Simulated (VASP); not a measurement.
# Ti (P6_3/mmc) in VASP: further runs, part 2 of 2

VASP 6.6.1. Earlier steps stand in the parts before.

## (3) Single point, PBE (strain -0.080 along x and y, +0.040 along z)

The input, INCAR:

```
ALGO     = Fast           # electronic algorithm
EDIFF    = 1E-7           # SCF threshold, eV
ENCUT    = 520            # plane-wave cutoff, eV
GGA      = PE             # functional
ISIF     = 2              # what is computed and relaxed
ISMEAR   = 0              # smearing method
LASPH    = True           # aspherical terms in the spheres
LCHARG   = False          # write CHGCAR
LREAL    = False          # projectors in reciprocal space
LWAVE    = False          # write WAVECAR
NBANDS   = 19             # bands
NELM     = 100            # most SCF steps
PREC     = Accurate       # precision mode
SIGMA    = 0.15           # smearing width, eV
```

The input, KPOINTS:

```
k-points
0
Gamma
  24 24 14
```

The input, POSCAR:

```
Ti
1.0
    2.7033814164      0.0000000000      0.0000000000
   -1.3516907082      2.3411969827      0.0000000000
    0.0000000000      0.0000000000      4.8366593752
Ti
2
Direct
    0.3333333333      0.6666666667      0.2500000000
    0.6666666667      0.3333333333      0.7500000000
```

Potentials or basis: VASP PAW PBE potentials, release 64 (Ti_sv).

Launch:

```sh
> cat potpaw_PBE.64/Ti_sv/POTCAR > POTCAR
> mpirun -np 1 vasp_std > vasp.out
```

OUTCAR:

```text
EDIFF = 1E-7
   ENCUT = 520
   GGA = PE
   ISIF = 2
   ISMEAR = 0
   LASPH = True
   LREAL = False
   NELM = 100
   PREC = Accurate

 ion  position               nearest neighbor table
   1  0.333  0.667  0.250-   2 2.88   2 2.88   2 2.88   2 2.88   2 2.88   2 2.88
   2  0.667  0.333  0.750-   1 2.88   1 2.88   1 2.88   1 2.88   1 2.88   1 2.88

  LATTYP: Found a hexagonal cell.
 ALAT       =     2.7033814164
 C/A-ratio  =     1.7891146791

  Lattice vectors:

 A1 = (   2.7033814164,   0.0000000000,   0.0000000000)
 A2 = (  -1.3516907082,   2.3411969827,   0.0000000000)
 A3 = (   0.0000000000,   0.0000000000,   4.8366593752)

Analysis of symmetry for initial positions (statically):
=====================================================================
 Subroutine PRICEL returns:
 Original cell was already a primitive cell.

 Routine SETGRP: Setting up the symmetry group for a
 hexagonal supercell.

 Subroutine GETGRP returns: Found 24 space group operations
 (whereof 12 operations were pure point group operations)
 out of a pool of 24 trial point group operations.

The static configuration has the point symmetry D_3d.
 The point group associated with its full space group is D_6h.

Analysis of symmetry for dynamics (positions and initial velocities):
=====================================================================
 Subroutine PRICEL returns:
 Original cell was already a primitive cell.

 Routine SETGRP: Setting up the symmetry group for a
 hexagonal supercell.

 Subroutine GETGRP returns: Found 24 space group operations
 (whereof 12 operations were pure point group operations)
 out of a pool of 24 trial point group operations.

The dynamic configuration has the point symmetry D_3d.
 The point group associated with its full space group is D_6h.

 Subroutine INISYM returns: Found 24 space group operations
 (whereof 12 operations are pure point group operations),
 and found     1 'primitive' translations

----------------------------------------------------------------------------------------

                                     Primitive cell

  volume of cell :      30.6119

  direct lattice vectors                    reciprocal lattice vectors
     2.703381416  0.000000000  0.000000000     0.369907107  0.213565968  0.000000000
    -1.351690708  2.341196983  0.000000000     0.000000000  0.427131936  0.000000000
     0.000000000  0.000000000  4.836659375     0.000000000  0.000000000  0.206754274

  length of vectors
     2.703381416  2.703381416  4.836659375     0.427131936  0.427131936  0.206754274

  position of ions in fractional coordinates (direct lattice)
     0.333333333  0.666666667  0.250000000
     0.666666667  0.333333333  0.750000000

  ion indices of the primitive-cell ions
   primitive index   ion index
                 1           1
                 2           2

----------------------------------------------------------------------------------------

 KPOINTS: k-points

Automatic generation of k-mesh.
 Grid dimensions read from file:
 generate k-points for:   24   24   14

 Generating k-lattice:

  Cartesian coordinates                     Fractional coordinates (reciprocal lattice)
     0.015412796  0.008898582  0.000000000     0.041666667  0.000000000  0.000000000
     0.000000000  0.017797164  0.000000000     0.000000000  0.041666667  0.000000000
     0.000000000  0.000000000  0.014768162     0.000000000  0.000000000  0.071428571

  Length of vectors
     0.017797164  0.017797164  0.014768162

  Shift w.r.t. Gamma in fractional coordinates (k-lattice)
     0.000000000  0.000000000  0.000000000

 Subroutine IBZKPT returns following result:
 ===========================================

 Found    488 irreducible k-points:

 Following reciprocal coordinates:
            Coordinates               Weight
  0.000000  0.000000  0.000000      1.000000
  0.041667  0.000000  0.000000      6.000000
  0.083333  0.000000  0.000000      6.000000
  0.125000  0.000000  0.000000      6.000000
  0.166667  0.000000  0.000000      6.000000
  0.208333  0.000000  0.000000      6.000000
[... 16 lines left out ...]
  0.416667  0.041667  0.000000     12.000000
  0.458333  0.041667  0.000000     12.000000
 [... further k-points ...]
   k-points           NKPTS =    488   k-points in BZ     NKDIM =    488   number of bands    NBANDS=     19
   number of dos      NEDOS =    301   number of ions     NIONS =      2
   total plane-waves  NPLWV =  14400
   dimension x,y,z NGX =    20 NGY =   20 NGZ =   36
   dimension x,y,z NGXF=    40 NGYF=   40 NGZF=   72
   ions per type =               2
   NGX,Y,Z   is equivalent  to a cutoff of  12.30, 12.30, 12.37 a.u.
   NGXF,Y,Z  is equivalent  to a cutoff of  24.60, 24.60, 24.75 a.u.
 SYSTEM =  unknown system
   PREC   = accura    normal or accurate (medium, high low for compatibility)
   ISTART =      0    job   : 0-new  1-cont  2-samecut
   ICHARG =      2    charge: 1-file 2-atom 10-const
   ISPIN  =      1    spin polarized calculation?
   LNONCOLLINEAR =      F non collinear calculations
   LSORBIT =      F    spin-orbit coupling
   LASPH  =      T    aspherical Exc in radial PAW
   ENCUT  =  520.0 eV  38.22 Ry    6.18 a.u.   5.03  5.03  8.99*2*pi/ulx,y,z
   NELM   =    100;   NELMIN=  2; NELMDL= -5     # of ELM steps
   EDIFF  = 0.1E-06   stopping-criterion for ELM
   LREAL  =      F    real-space projection
   EDIFFG = 0.1E-05   stopping-criterion for IOM
   NSW    =      0    number of steps for IOM
   IBRION =     -1    ionic relax: 0-MD 1-quasi-New 2-CG
   NFREE  =      0    steps in history (QN), initial steepest desc. (CG)
   ISIF   =      2    stress and relaxation
   ISYM   =      2    0-nonsym 1-usesym 2-fastsym
   POTIM  = 0.5000    time-step for ionic-motion
   TEBEG  =    0.0;   TEEND  =   0.0 temperature during run
   PSTRESS=    0.0 pullay stress
   NELECT =      24.0000    total number of electrons
   NUPDOWN=      -1.0000    fix difference up-down
   EMIN   =  10.00;   EMAX   =-10.00  energy-range for DOS
   EFERMI =   0.00;   METHOD = LEGACY
   ISMEAR =     0;   SIGMA  =   0.15  broadening in eV -4-tet -1-fermi 0-gaus
   EFERMI_NEDOS =   21; number of points for ismear=-14 and -15
   IALGO  =     68    algorithm
   IMIX   =      4    mixing-type and parameters
     AMIX     =   0.40;   BMIX     =  1.00
     AMIX_MAG =   1.60;   BMIX_MAG =  1.00
  volume/ion in A,a.u.               =      15.31       103.29
  Fermi-wavevector in a.u.,A,eV,Ry     =   1.509553  2.852641 31.004273  2.278750
  Thomas-Fermi vector in A             =   2.619860
   LORBIT       =      0    0 simple, 1 ext, 2 COOP (PROOUT), +10 PAW based schemes
   GGA     = PE    functional components
   LHFCALC =     F    Hartree Fock is set to
   AEXX    =    0.0000 exact exchange contribution
   IVDW    =     0    specifies the selected vdW correction
   LEPSILON=     F    determine dielectric tensor
   LRPA    =     F    only Hartree local field effects (RPA)
 non-spin polarized calculation
 RMM-DIIS sequential band-by-band and
 Gauss-broadening in eV      SIGMA  =   0.15
  energy-cutoff  :      520.00
  volume of cell :       30.61
 maximum number of plane-waves:       843
 NGX is ok and might be reduce to    20
   NGX =  9   NGY =  9   NGZ = 17

 number of electron      24.0000007 magnetization

 Free energy of the ion-electron system (eV)
  ---------------------------------------------------
  ext. energy  EPLUGINS =         0.00000000
  ---------------------------------------------------
  free energy    TOTEN  =       -15.37066363 eV

  energy without entropy =      -15.34677038  energy(sigma->0) =      -15.35871701

 E-fermi :   9.6819     XC(G=0): -12.0962

 val. band max:        9.6807121556   @ k =   0.0833   0.0417   0.2857
 cond. band min:       9.6865180648   @ k =   0.3333   0.2083   0.4286
 fundamental gap:      0.0058059092
 Fermi energy:         9.6819143634

 k-point     1 :       0.0000    0.0000    0.0000
  band No.  band energies     occupation
      1     -46.8763      2.00000
      2     -46.7351      2.00000
      3     -23.4859      2.00000
      4     -22.6745      2.00000
      5     -22.5463      2.00000
      6     -22.5463      2.00000
[... 11 lines left out ...]
     18      12.3079      0.00000
     19      13.5156      0.00000
[... 485 lines left out ...]
 k-point    24 :       0.4583    0.0417    0.0000
  band No.  band energies     occupation
      1     -46.6407      2.00000
      2     -46.5956      2.00000
      3     -23.5442      2.00000
      4     -23.4259      2.00000
      5     -23.0476      2.00000
      6     -22.8114      2.00000
[... 11 lines left out ...]
     18      14.1529      0.00000
     19      14.9523      0.00000

 [... further k-points ...]

------------------------ aborting loop because EDIFF is reached ----------------------------------------

  FORCE on cell =-STRESS in cart. coord.  units (eV):
  Direction    XX          YY          ZZ          XY          YZ          ZX
  --------------------------------------------------------------------------------------
  -------------------------------------------------------------------------------------
  Total        4.0344704      4.0344704      1.5673708      0.0000000     -0.0000000      0.0000000
  in kB      211.1574150    211.1574150     82.0335609      0.0000000     -0.0000000      0.0000000
  external PRESSURE =     168.1161303 kB  Pullay stress =       0.0000000 kB

 VOLUME and BASIS-vectors are now :
 -----------------------------------------------------------------------------
  energy-cutoff  :      520.00
  volume of cell :       30.61
      direct lattice vectors                 reciprocal lattice vectors
     2.703381416  0.000000000  0.000000000     0.369907107  0.213565968  0.000000000
    -1.351690708  2.341196983  0.000000000     0.000000000  0.427131936  0.000000000
     0.000000000  0.000000000  4.836659375     0.000000000  0.000000000  0.206754274

 POSITION                                       TOTAL-FORCE (eV/Angst)
 -----------------------------------------------------------------------------------
     -0.00000      1.56080      1.20916        -0.000000      0.000000      0.000000
      1.35169      0.78040      3.62749         0.000000     -0.000000      0.000000
 -----------------------------------------------------------------------------------
    total drift:                                0.000000     -0.000000      0.000000

  FREE ENERGIE OF THE ION-ELECTRON SYSTEM (eV)
  ---------------------------------------------------
  free  energy   TOTEN  =       -15.3706636330 eV

  energy  without entropy=      -15.3467703819  energy(sigma->0) =      -15.35871701
```

It took 11 min on 1 thread of Intel Xeon Platinum 8375C at 2.90GHz (Ice Lake), shared host; peak memory 0.33 GiB.

Results:

```yaml
Free_energy: -15.3707 eV
Pressure: 16.8 GPa
Band_gap_on_the_k_mesh: zero (bands 12 and 13 overlap by 0.42 eV)
```

Stress tensor (GPa, compression positive):
```
21.12  0.00  0.00
 0.00 21.12  0.00
 0.00  0.00  8.20
```

Caveat: the cell differs from its parent crystal (strain -0.080 along x and y, +0.040 along z); the cell stands under pressure.

## (4) Single point, PBE (strain -0.040 along x and y, -0.040 along z)

The input, INCAR:

```
ALGO = Fast ; EDIFF = 1E-7
ENCUT = 520 ; GGA = PE
ISIF = 2 ; ISMEAR = 0
LASPH = True ; LCHARG = True
LELF = True ; LREAL = False
LVHAR = True ; LWAVE = False
NBANDS = 19 ; NELM = 80
PREC = Accurate ; SIGMA = 0.15
```

KPOINTS is that of step 3.

The input, POSCAR:

```
Ti
1.0
    2.8209197388      0.0000000000      0.0000000000
   -1.4104598694      2.4429881559      0.0000000000
    0.0000000000      0.0000000000      4.4646086540
Ti
2
Direct
    0.3333333333      0.6666666667      0.2500000000
    0.6666666667      0.3333333333      0.7500000000
```

Potentials or basis: VASP PAW PBE potentials, release 64 (Ti_sv).

Launch:

```sh
> cat potpaw_PBE.64/Ti_sv/POTCAR > POTCAR
> mpirun -np 1 vasp_std > vasp.out
```

OUTCAR:

```text
EDIFF = 1E-7
   ENCUT = 520
   GGA = PE
   ISIF = 2
   ISMEAR = 0
   LASPH = True
   LREAL = False
   NELM = 80
   PREC = Accurate

 ion  position               nearest neighbor table
   1  0.333  0.667  0.250-   2 2.76   2 2.76   2 2.76   2 2.76   2 2.76   2 2.76
   2  0.667  0.333  0.750-   1 2.76   1 2.76   1 2.76   1 2.76   1 2.76   1 2.76

  LATTYP: Found a hexagonal cell.
 ALAT       =     2.8209197388
 C/A-ratio  =     1.5826783700

  Lattice vectors:

[... 718 lines left out ...]

------------------------ aborting loop because EDIFF is reached ----------------------------------------

  FORCE on cell =-STRESS in cart. coord.  units (eV):
  Direction    XX          YY          ZZ          XY          YZ          ZX
  --------------------------------------------------------------------------------------
  -------------------------------------------------------------------------------------
  Total        3.1430326      3.1430326      3.2235655      0.0000000     -0.0000000      0.0000000
  in kB      163.6680770    163.6680770    167.8616935      0.0000000     -0.0000000      0.0000000
  external PRESSURE =     165.0659492 kB  Pullay stress =       0.0000000 kB

 VOLUME and BASIS-vectors are now :
 -----------------------------------------------------------------------------
  energy-cutoff  :      520.00
  volume of cell :       30.77
      direct lattice vectors                 reciprocal lattice vectors
     2.820919739  0.000000000  0.000000000     0.354494311  0.204667386  0.000000000
    -1.410459869  2.442988156  0.000000000     0.000000000  0.409334772  0.000000000
     0.000000000  0.000000000  4.464608654     0.000000000  0.000000000  0.223983797

 POSITION                                       TOTAL-FORCE (eV/Angst)
 -----------------------------------------------------------------------------------
     -0.00000      1.62866      1.11615        -0.000000     -0.000000      0.000000
      1.41046      0.81433      3.34846         0.000000      0.000000      0.000000
 -----------------------------------------------------------------------------------
    total drift:                               -0.000000      0.000000     -0.000000

  FREE ENERGIE OF THE ION-ELECTRON SYSTEM (eV)
  ---------------------------------------------------
  free  energy   TOTEN  =       -15.4963539359 eV

  energy  without entropy=      -15.4751100917  energy(sigma->0) =      -15.48573201
```

OSZICAR:

```text
N       E                     dE             d eps       ncg     rms          rms(c)
DAV:   1     0.263131515424E+03    0.26313E+03   -0.13005E+04 18608   0.162E+03
DAV:   2     0.130862250060E+02   -0.25005E+03   -0.24576E+03 19112   0.443E+02
DAV:   3    -0.159581372378E+02   -0.29044E+02   -0.28649E+02 34055   0.125E+02
[... 46 lines left out ...]
RMM:  50    -0.154963536541E+02   -0.11010E-06   -0.15107E-06 13660   0.339E-03    0.175E-04
RMM:  51    -0.154963537367E+02   -0.82571E-07   -0.13073E-06 14895   0.329E-03    0.185E-04
RMM:  52    -0.154963538189E+02   -0.82223E-07   -0.11288E-06 13352   0.302E-03    0.151E-04
RMM:  53    -0.154963538783E+02   -0.59308E-07   -0.10263E-06 14890   0.297E-03    0.128E-04
RMM:  54    -0.154963539359E+02   -0.57636E-07   -0.87270E-07 12941   0.275E-03
   1 F= -.15496354E+02 E0= -.15485732E+02  d E =-.212438E-01
```

stdout:

```text
POSCAR found type information on POSCAR Ti
 POSCAR found :  1 types and       2 ions
[... 76 lines left out ...]
 num prob  num prob  num prob  num prob  num prob  num prob WARNING in EDDRMM: call to ZHEGV failed, returncode =   6  3     14
 num prob  num prob  num prob  num prob  num prob  num prob  num prob  num prob  num prob  num prob  num prob  num prob RMM:  38    -0.154963497987E+02   -0.92205E-06   -0.11725E-05 21427   0.103E-02    0.162E-03
 num prob  num prob  num prob  num prob  num prob  num prob  num prob  num prob  num prob  num prob  num prob  num prob  num prob  num prob  num prob  num prob  num prob  num prob  num prob  num prob  num prob  num prob  num prob WARNING in EDDRMM: call to ZHEGV failed, returncode =   8  4      8
 num prob  num prob  num prob  num prob  num prob  num prob  num prob  num prob  num prob  num prob  num prob  num prob  num prob  num prob  num prob  num prob  num prob  num prob  num prob  num prob  num prob  num prob  num prob  n
```

It took 14 min on 1 thread of Intel Xeon Platinum 8375C at 2.90GHz (Ice Lake), shared host; peak memory 0.35 GiB.

What came out:

| Quantity | Value |
| --- | --- |
| Free energy | -15.4964 eV |
| Pressure | 16.5 GPa |
| Band gap on the k mesh | zero (bands 12 and 13 overlap by 1.21 eV) |

Stress tensor (GPa, compression positive):
```
16.37  0.00  0.00
 0.00 16.37  0.00
 0.00  0.00 16.79
```

Caveat: the cell differs from its parent crystal (strain -0.040 along x and y, -0.040 along z); the cell stands under pressure.

## (5) The runs side by side

| cell | gap on the mesh (eV) | pressure (GPa) |
| --- | --- | --- |
| a = 2.821, b = 2.821, c = 4.279 Å, angles 90.0, 90.0, 120.0°, 2 atoms | none | 24.2 |
| a = 2.703, b = 2.703, c = 4.837 Å, angles 90.0, 90.0, 120.0°, 2 atoms | none | 16.8 |
| a = 2.821, b = 2.821, c = 4.465 Å, angles 90.0, 90.0, 120.0°, 2 atoms | none | 16.5 |

Alike in all rows: task single point; level PBE; potentials or basis VASP PAW PBE potentials, release 64 (Ti_sv); no spin polarisation; k mesh 24 × 24 × 14; cutoff (eV) 520; smearing gaussian 0.15 eV.

Caveats: the cell stands under pressure.

Absolute energies hang on the potentials; compare differences alone.
